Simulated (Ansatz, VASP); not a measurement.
# BaO: VASP beside Ansatz

```
CELL_PARAMETERS angstrom
0.00000 2.78679 2.78679
2.78679 0.00000 2.78679
2.78679 2.78679 0.00000
ATOMIC_POSITIONS crystal
Ba 0.50000 0.50000 0.50000
O 0.00000 0.00000 0.00000
```

Alike in both runs: task single point; functional PBE; k mesh 6 × 6 × 6; occupations gaussian, width 0.05 eV; no spin polarisation.

|  | VASP | Ansatz |
| --- | --- | --- |
| version | VASP 6.6.1 | Ansatz 0.2.0 |
| potentials or method | VASP PAW PBE potentials, release 64 (Ba_sv, O), cutoff 600 eV | scalar-relativistic, plane waves, PAW |
| valence electrons in the cell | 16 | 16 |

|  | VASP | Ansatz | Ansatz less VASP |
| --- | --- | --- | --- |
| gap on the k mesh at the Fermi level (eV) | 2.04 | 2.10 | +0.064 |
| least direct gap on the mesh (eV) | 2.04 | 2.10 | +0.064 |
| pressure (GPa) | 1.5 | 0.0 | -1.52 |

Neither program's run includes spin-orbit coupling.
